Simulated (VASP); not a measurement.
# In2O3 (Ia-3) in VASP: single point with PBE0

Aim: the single point of In2O3 with PBE0.

All numbers are computed with VASP 6.6.1; they aren't measurements. Logs are shortened: lines on timing, memory, paths and dates and some standing lists are left out, and cuts for length are marked.

## (1) The cell of the first run

It takes space group Ia-3 (No. 206, cubic). Conventional cell: a = 10.289 Å, b = 10.289 Å, c = 10.289 Å, α = 90.00°, β = 90.00°, γ = 90.00°. Within 2.9 Å of In (site symmetry 2) lie 6 O at 2.16 to 2.25 Å. In (site symmetry -3) has 6 O at 2.21 Å within 2.9 Å. Within 3.1 Å of O (site symmetry 1) lie 4 In at 2.16 to 2.25 Å and 5 O at 2.84 to 3.00 Å.

## (2) Single point, PBE0

The input, POSCAR:

```
In2O3
1.0
   -5.1442825144      5.1442825144      5.1442825144
    5.1442825144     -5.1442825144      5.1442825144
    5.1442825144      5.1442825144     -5.1442825144
In O
16 24
Direct
    0.2839120534      0.5339120534      0.7500000000
    0.7160879466      0.4660879466      0.2500000000
    0.0000000000      0.5000000000      0.0000000000
    0.0000000000      0.0000000000      0.5000000000
    0.7500000000      0.2839120534      0.5339120534
    0.2500000000      0.7160879466      0.4660879466
    0.7839120534      0.0339120534      0.7500000000
    0.2160879466      0.9660879466      0.2500000000
    0.5339120534      0.7500000000      0.2839120534
    0.7500000000      0.7839120534      0.0339120534
    0.5000000000      0.0000000000      0.0000000000
    0.5000000000      0.5000000000      0.5000000000
    0.2500000000      0.2160879466      0.9660879466
    0.4660879466      0.2500000000      0.7160879466
    0.9660879466      0.2500000000      0.2160879466
    0.0339120534      0.7500000000      0.7839120534
    0.5369998966      0.7721351770      0.5442245939
    0.7721351770      0.5442245939      0.5369998966
    0.5072246974      0.2351352805      0.9630001034
    0.7720894169      0.7278648230      0.2648647195
    0.2278648230      0.4557754061      0.4630001034
    0.2720894169      0.0072246974      0.0442245939
    0.4557754061      0.4630001034      0.2278648230
    0.9557754061      0.7279105831      0.9927753026
    0.7351352805      0.2279105831      0.2721351770
    0.9630001034      0.5072246974      0.2351352805
    0.2351352805      0.9630001034      0.5072246974
    0.0442245939      0.2720894169      0.0072246974
    0.0369998966      0.4927753026      0.7648647195
    0.7279105831      0.9927753026      0.9557754061
    0.2721351770      0.7351352805      0.2279105831
    0.9927753026      0.9557754061      0.7279105831
    0.7278648230      0.2648647195      0.7720894169
    0.2648647195      0.7720894169      0.7278648230
    0.2279105831      0.2721351770      0.7351352805
    0.4927753026      0.7648647195      0.0369998966
    0.0072246974      0.0442245939      0.2720894169
    0.7648647195      0.0369998966      0.4927753026
    0.5442245939      0.5369998966      0.7721351770
    0.4630001034      0.2278648230      0.4557754061
```

The input, INCAR.step1:

```
PREC = Accurate
ENCUT = 520
EDIFF = 1E-5
ISMEAR = 0
SIGMA = 0.01
LREAL = Auto
LASPH = True
NELM = 120
ALGO = Normal
ISIF = 2
LWAVE = True
LCHARG = False
GGA = PE
NBANDS = 202
GGA_COMPAT = False
```

The input, INCAR.step2:

```
PREC = Accurate
ENCUT = 520
EDIFF = 1E-6
ISMEAR = 0
SIGMA = 0.01
LREAL = Auto
LASPH = True
NELM = 120
ALGO = Normal
ISIF = 2
LWAVE = False
LCHARG = False
GGA = PE
LHFCALC = True
AEXX = 0.25
PRECFOCK = Fast
ISTART = 1
NBANDS = 202
GGA_COMPAT = False
```

The input, KPOINTS:

```
regular mesh
0
Gamma
  1 1 1
```

Potentials or basis: VASP PAW PBE potentials, release 64 (In_d, O).

On the command line:

```bash
> cat potpaw_PBE.64/In_d/POTCAR potpaw_PBE.64/O/POTCAR > POTCAR
> cp INCAR.step1 INCAR
> mpirun -np 1 vasp_gam > vasp.out
> cp INCAR.step2 INCAR
> mpirun -np 1 vasp_gam > vasp.out
```

OUTCAR:

```text
PREC = Accurate
   ENCUT = 520
   EDIFF = 1E-6
   ISMEAR = 0
   LREAL = Auto
   LASPH = True
   NELM = 120
   ISIF = 2
   GGA = PE
   LHFCALC = True
   AEXX = 0.25
   PRECFOCK = Fast
   ISTART = 1

 ion  position               nearest neighbor table
   1  0.284  0.534  0.750-  29 2.16  35 2.16  36 2.24  21 2.24  39 2.25  34 2.25  12 3.40  11 3.40
                             6 3.42  10 3.42  14 3.42  16 3.42   4 3.89   3 3.89   5 3.91  15 3.91
   2  0.716  0.466  0.250-  26 2.16  20 2.16  19 2.24  18 2.24  23 2.25  25 2.25  12 3.40  11 3.40
                             5 3.42  13 3.42   9 3.42  15 3.42   4 3.89   3 3.89   6 3.91  16 3.91
   3  0.000  0.500  0.000-  24 2.21  28 2.21  31 2.21  33 2.21  26 2.21  29 2.21  15 3.40  16 3.40
                             5 3.40   6 3.40   7 3.40   8 3.40  13 3.89   9 3.89  10 3.89  14 3.89
   4  0.000  0.000  0.500-  32 2.21  37 2.21  35 2.21  20 2.21  27 2.21  38 2.21   7 3.40   8 3.40
                            13 3.40  14 3.40   9 3.40  10 3.40   1 3.89   5 3.89   6 3.89   2 3.89
   5  0.750  0.284  0.534-  38 2.16  25 2.16  29 2.24  40 2.24  18 2.25  33 2.25   3 3.40  12 3.40
                            14 3.42  16 3.42   7 3.42   2 3.42   4 3.89  11 3.89   1 3.91   9 3.91
   6  0.250  0.716  0.466-  27 2.16  34 2.16  26 2.24  17 2.24  21 2.25  31 2.25   3 3.40  12 3.40
                             1 3.42  15 3.42   8 3.42   9 3.42  11 3.89   4 3.89   7 3.91  14 3.91
   7  0.784  0.034  0.750-  17 2.16  30 2.16  33 2.24  32 2.24  28 2.25  38 2.25   4 3.40   3 3.40
                             5 3.42  13 3.42   9 3.42  15 3.42  12 3.89  11 3.89   6 3.91  16 3.91
   8  0.216  0.966  0.250-  40 2.16  22 2.16  31 2.24  37 2.24  24 2.25  27 2.25   4 3.40   3 3.40
                             6 3.42  10 3.42  14 3.42  16 3.42  12 3.89  11 3.89   5 3.91   9 3.91
   9  0.534  0.750  0.284-  36 2.16  31 2.16  38 2.24  23 2.24  17 2.25  20 2.25  12 3.40   4 3.40
[... 37 lines left out ...]
  39  0.544  0.537  0.772-  10 2.16  12 2.21  14 2.24   1 2.25
  40  0.463  0.228  0.456-   8 2.16  12 2.21   5 2.24  14 2.25

  LATTYP: Found a body centered cubic cell.
 ALAT       =    10.2885650288

  Lattice vectors:

 A1 = (  -5.1442825144,   5.1442825144,   5.1442825144)
 A2 = (   5.1442825144,  -5.1442825144,   5.1442825144)
 A3 = (   5.1442825144,   5.1442825144,  -5.1442825144)

Analysis of symmetry for initial positions (statically):
=====================================================================
 Subroutine PRICEL returns:
 Original cell was already a primitive cell.

 Routine SETGRP: Setting up the symmetry group for a
 body centered cubic supercell.

 Subroutine GETGRP returns: Found 24 space group operations
 (whereof  6 operations were pure point group operations)
 out of a pool of 48 trial point group operations.

The static configuration has the point symmetry S_6 .
 The point group associated with its full space group is T_h .

Analysis of symmetry for dynamics (positions and initial velocities):
=====================================================================
 Subroutine PRICEL returns:
 Original cell was already a primitive cell.

 Routine SETGRP: Setting up the symmetry group for a
 body centered cubic supercell.

 Subroutine GETGRP returns: Found 24 space group operations
 (whereof  6 operations were pure point group operations)
 out of a pool of 48 trial point group operations.

The dynamic configuration has the point symmetry S_6 .
 The point group associated with its full space group is T_h .

 Subroutine INISYM returns: Found 24 space group operations
 (whereof  6 operations are pure point group operations),
 and found     1 'primitive' translations

----------------------------------------------------------------------------------------

                                     Primitive cell

  volume of cell :     544.5458

  direct lattice vectors                    reciprocal lattice vectors
    -5.144282514  5.144282514  5.144282514     0.000000000  0.097195284  0.097195284
     5.144282514 -5.144282514  5.144282514     0.097195284  0.000000000  0.097195284
     5.144282514  5.144282514 -5.144282514     0.097195284  0.097195284  0.000000000

  length of vectors
     8.910158683  8.910158683  8.910158683     0.137454889  0.137454889  0.137454889

  position of ions in fractional coordinates (direct lattice)
     0.283912053  0.533912053  0.750000000
     0.716087947  0.466087947  0.250000000
     0.000000000  0.500000000  0.000000000
     0.000000000  0.000000000  0.500000000
     0.750000000  0.283912053  0.533912053
     0.250000000  0.716087947  0.466087947
[... 32 lines left out ...]
     0.544224594  0.536999897  0.772135177
[... 58 lines left out ...]
     0.097195284  0.097195284  0.000000000     0.000000000  0.000000000  1.000000000

  Length of vectors
     0.137454889  0.137454889  0.137454889

  Shift w.r.t. Gamma in fractional coordinates (k-lattice)
     0.000000000  0.000000000  0.000000000

 Subroutine IBZKPT returns following result:
 ===========================================

 Found      1 irreducible k-points:

 Following reciprocal coordinates:
            Coordinates               Weight
  0.000000  0.000000  0.000000      1.000000
   k-points           NKPTS =      1   k-points in BZ     NKDIM =      1   number of bands    NBANDS=    202
   number of dos      NEDOS =    301   number of ions     NIONS =     40
   total plane-waves  NPLWV = 343000
   dimension x,y,z NGX =    70 NGY =   70 NGZ =   70
   dimension x,y,z NGXF=   140 NGYF=  140 NGZF=  140
   ions per type =              16  24
   NGX,Y,Z   is equivalent  to a cutoff of  13.06, 13.06, 13.06 a.u.
   NGXF,Y,Z  is equivalent  to a cutoff of  26.12, 26.12, 26.12 a.u.
 SYSTEM =  unknown system
   PREC   = accura    normal or accurate (medium, high low for compatibility)
   ISTART =      1    job   : 0-new  1-cont  2-samecut
   ICHARG =      0    charge: 1-file 2-atom 10-const
   ISPIN  =      1    spin polarized calculation?
   LNONCOLLINEAR =      F non collinear calculations
   LSORBIT =      F    spin-orbit coupling
   LASPH  =      T    aspherical Exc in radial PAW
   ENCUT  =  520.0 eV  38.22 Ry    6.18 a.u.  16.57 16.57 16.57*2*pi/ulx,y,z
   NELM   =    120;   NELMIN=  2; NELMDL=  0     # of ELM steps
   EDIFF  = 0.1E-05   stopping-criterion for ELM
   LREAL  =      T    real-space projection
   EDIFFG = 0.1E-04   stopping-criterion for IOM
   NSW    =      0    number of steps for IOM
   IBRION =     -1    ionic relax: 0-MD 1-quasi-New 2-CG
   NFREE  =      0    steps in history (QN), initial steepest desc. (CG)
   ISIF   =      2    stress and relaxation
   ISYM   =      3    0-nonsym 1-usesym 2-fastsym
   POTIM  = 0.5000    time-step for ionic-motion
   TEBEG  =    0.0;   TEEND  =   0.0 temperature during run
   PSTRESS=    0.0 pullay stress
   NELECT =     352.0000    total number of electrons
   NUPDOWN=      -1.0000    fix difference up-down
   EMIN   =  10.00;   EMAX   =-10.00  energy-range for DOS
   EFERMI =   0.00;   METHOD = LEGACY
   ISMEAR =     0;   SIGMA  =   0.01  broadening in eV -4-tet -1-fermi 0-gaus
   EFERMI_NEDOS =   21; number of points for ismear=-14 and -15
   IALGO  =     38    algorithm
   IMIX   =      1    mixing-type and parameters
     AMIX     =   0.40;   BMIX     =  1.00
     AMIX_MAG =   1.60;   BMIX_MAG =  1.00
  volume/ion in A,a.u.               =      13.61        91.87
  Fermi-wavevector in a.u.,A,eV,Ry     =   1.415503  2.674914 27.261311  2.003650
  Thomas-Fermi vector in A             =   2.536935
   LORBIT       =      0    0 simple, 1 ext, 2 COOP (PROOUT), +10 PAW based schemes
   GGA     = PE    functional components
   LHFCALC =     T    Hartree Fock is set to
   PRECFOCK=fast      Normal, Fast or Accurate (Low or Medium for compatibility)
   ENCUT4O =  -1.0   cutoff for four orbital integrals eV
   NKREDX  =     1    reduce k-point grid by
   NKREDY  =     1    reduce k-point grid by
   NKREDZ  =     1    reduce k-point grid by
   AEXX    =    0.2500 exact exchange contribution
   HFSCREEN=    0.0000 screening length (either q_TF or 0.3 A-1)
   HFSCREENC=   0.0000 screening length for correlation (either q_TF or 0.3 A-1)
   ENCUTFOCK=  -1.0 apply spherical cutoff to Coloumb kernel
   IVDW    =     0    specifies the selected vdW correction
   LEPSILON=     F    determine dielectric tensor
   LRPA    =     F    only Hartree local field effects (RPA)
 non-spin polarized calculation
 Gauss-broadening in eV      SIGMA  =   0.01
  energy-cutoff  :      520.00
  volume of cell :      544.55
 maximum number of plane-waves:      7314
 NGX is ok and might be reduce to    70
  NGX = 36; NGY = 36; NGZ = 36

 number of electron     351.9999874 magnetization

 Free energy of the ion-electron system (eV)
  ---------------------------------------------------
  ext. energy  EPLUGINS =         0.00000000
  ---------------------------------------------------
  free energy    TOTEN  =      -300.87638063 eV

  energy without entropy =     -300.87638063  energy(sigma->0) =     -300.87638063

 E-fermi :   3.5339     XC(G=0):  -8.4418

 val. band max:        3.4250195804   @ k =   0.0000   0.0000   0.0000
 cond. band min:       6.6496874809   @ k =   0.0000   0.0000   0.0000
 fundamental gap:      3.2246679005
 Fermi energy:         3.5339298993

 k-point     1 :       0.0000    0.0000    0.0000
  band No.  band energies     occupation
      1     -15.6444      2.00000
      2     -15.0599      2.00000
      3     -15.0599      2.00000
      4     -14.9861      2.00000
      5     -14.9861      2.00000
      6     -14.9861      2.00000
[... 180 lines left out ...]
    187      11.4560      0.00000
    188      11.4560      0.00000
 [bands above 188 left out]

------------------------ aborting loop because EDIFF is reached ----------------------------------------

  FORCE on cell =-STRESS in cart. coord.  units (eV):
  Direction    XX          YY          ZZ          XY          YZ          ZX
  --------------------------------------------------------------------------------------
  -------------------------------------------------------------------------------------
  Total      -25.1101236    -25.1101236    -25.1101236      0.0000000      0.0000000     -0.0000000
  in kB      -73.8796805    -73.8796805    -73.8796805      0.0000000      0.0000000     -0.0000000
  external PRESSURE =     -73.8796805 kB  Pullay stress =       0.0000000 kB

 VOLUME and BASIS-vectors are now :
 -----------------------------------------------------------------------------
  energy-cutoff  :      520.00
  volume of cell :      544.55
      direct lattice vectors                 reciprocal lattice vectors
    -5.144282514  5.144282514  5.144282514     0.000000000  0.097195284  0.097195284
     5.144282514 -5.144282514  5.144282514     0.097195284  0.000000000  0.097195284
     5.144282514  5.144282514 -5.144282514     0.097195284  0.097195284  0.000000000

 POSITION                                       TOTAL-FORCE (eV/Angst)
 -----------------------------------------------------------------------------------
      5.14428      2.57214      0.34891         0.000000      0.000000      0.038816
      0.00000      2.57214      4.79538         0.000000     -0.000000     -0.038816
      2.57214     -2.57214      2.57214         0.000000      0.000000     -0.000000
      2.57214      2.57214     -2.57214         0.000000     -0.000000     -0.000000
      0.34891      5.14428      2.57214         0.038816     -0.000000      0.000000
      4.79538      0.00000      2.57214        -0.038816      0.000000     -0.000000
[... 32 lines left out ...]
      3.93492      4.00925      1.59004         0.027698     -0.070667     -0.054415
      1.13504      3.55424      1.20937         0.070667      0.054415     -0.027698
 -----------------------------------------------------------------------------------
    total drift:                                0.000003      0.000000      0.000001

  FREE ENERGIE OF THE ION-ELECTRON SYSTEM (eV)
  ---------------------------------------------------
  free  energy   TOTEN  =      -300.8763806296 eV

  energy  without entropy=     -300.8763806296  energy(sigma->0) =     -300.87638063
```

Wall time 35 min (1 thread of Intel Xeon 8259CL, shared host); peak memory 0.79 GiB.

What came out:

| Property | Result |
| --- | --- |
| Free energy | -300.8764 eV |
| Pressure | -7.4 GPa |
| Largest force | 0.093 eV/Å |
| Band gap on the k mesh | 3.22 eV |

Forces in eV/Å, atoms in the order of the input:
```
In   0.000  0.000  0.039
In   0.000  0.000 -0.039
In   0.000  0.000  0.000
In   0.000  0.000  0.000
In   0.039  0.000  0.000
In  -0.039  0.000  0.000
In   0.000  0.000  0.039
In   0.000  0.000 -0.039
In   0.000  0.039  0.000
In   0.039  0.000  0.000
In   0.000  0.000  0.000
In   0.000  0.000  0.000
In  -0.039  0.000  0.000
In   0.000 -0.039  0.000
In   0.000 -0.039  0.000
In   0.000  0.039  0.000
O   -0.071 -0.054  0.028
O   -0.054  0.028 -0.071
O    0.054 -0.028 -0.071
O    0.071 -0.054 -0.028
O    0.054 -0.028  0.071
O   -0.071 -0.054 -0.028
O   -0.028  0.071  0.054
O    0.028  0.071  0.054
O    0.028 -0.071  0.054
O   -0.071  0.054 -0.028
O   -0.028 -0.071  0.054
O   -0.028 -0.071 -0.054
O    0.071 -0.054  0.028
O    0.071  0.054  0.028
O    0.054  0.028 -0.071
O    0.054  0.028  0.071
O   -0.054 -0.028  0.071
O   -0.028  0.071 -0.054
O   -0.071  0.054  0.028
O   -0.054  0.028  0.071
O   -0.054 -0.028 -0.071
O    0.028  0.071 -0.054
O    0.028 -0.071 -0.054
O    0.071  0.054 -0.028
```

Caveat: the k points lie up to 0.86 Å⁻¹ apart; the PAW data sets were made with another functional, which shifts forces and pressure a little; spin-orbit coupling is left out, which moves the levels of the heavy elements; an odd mesh through Γ misses points on the zone boundary, where band edges can lie.
